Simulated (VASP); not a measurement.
A run of VASP 6.6.1:

The input INCAR:

```
SYSTEM = Mg
ALGO = Normal ; EDIFF = 1E-6
ENCUT = 520 ; GGA = PS
ISIF = 2 ; ISMEAR = -1
LASPH = .TRUE. ; LCHARG = .TRUE.
LELF = .TRUE. ; LREAL = .FALSE.
LVHAR = .TRUE. ; LWAVE = .FALSE.
NBANDS = 10 ; NELM = 100
PREC = Accurate ; SIGMA = 0.05
```

File KPOINTS:

```
k-points
0
G
  7 7 10
  0 0 0
```

File POSCAR:

```
Mg
1.0
    5.1068278117      0.0000000000      0.0000000000
   -2.5534139059      4.4226426177      0.0000000000
    0.0000000000      0.0000000000      3.1127281576
Mg
3
Direct
    0.0000000000      0.0000000000      0.0000000000
    0.3333333333      0.6666666667      0.5000000000
    0.6666666667      0.3333333333      0.5000000000
```

Potentials or basis: VASP PAW PBE potentials, release 64 (Mg).

Launch:

```console
$ cat potpaw_PBE.64/Mg/POTCAR > POTCAR
$ mpirun -np 1 vasp_std > vasp.out
```

Hardware: 1 thread of Intel(R) Xeon(R) Platinum 8259CL CPU @ 2.50GHz (Skylake/Cascade Lake), with other jobs on the host.

Estimate the wall time of this run.

Run time: 19 s on 1 thread of Intel(R) Xeon(R) Platinum 8259CL CPU @ 2.50GHz (Skylake/Cascade Lake), on a shared host, peak memory 0.19 GiB. Counts: scf iterations 10, k points 48.
